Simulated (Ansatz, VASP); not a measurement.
**ZrC: VASP beside Ansatz**

```
Zr C
1.0
     0.00000    2.36500    2.36500
     2.36500    0.00000    2.36500
     2.36500    2.36500    0.00000
Zr C
1 1
Direct
  0.50000 0.50000 0.50000
  0.00000 0.00000 0.00000
```

Alike in both runs: task single point; functional PBE; k mesh 6 × 6 × 6; occupations gaussian, width 0.1 eV; no spin polarisation.

|  | VASP | Ansatz |
| --- | --- | --- |
| version | VASP 6.6.1 | Ansatz 0.2.0 |
| potentials or method | VASP PAW PBE potentials, release 64 (Zr_sv, C), cutoff 600 eV | scalar-relativistic, plane waves, PAW |
| valence electrons in the cell | 16 | 16 |

|  | VASP | Ansatz | Ansatz less VASP |
| --- | --- | --- | --- |
| gap on the k mesh at the Fermi level (eV) | none | none | - |
| pressure (GPa) | -2.7 | -2.9 | -0.17 |

A gap of «none» marks a metal or a gap that the smearing closes. With one functional, cell and mesh, what is left measures potentials, basis and numerics.

The k mesh is coarse, so the values compare programs but aren't converged.
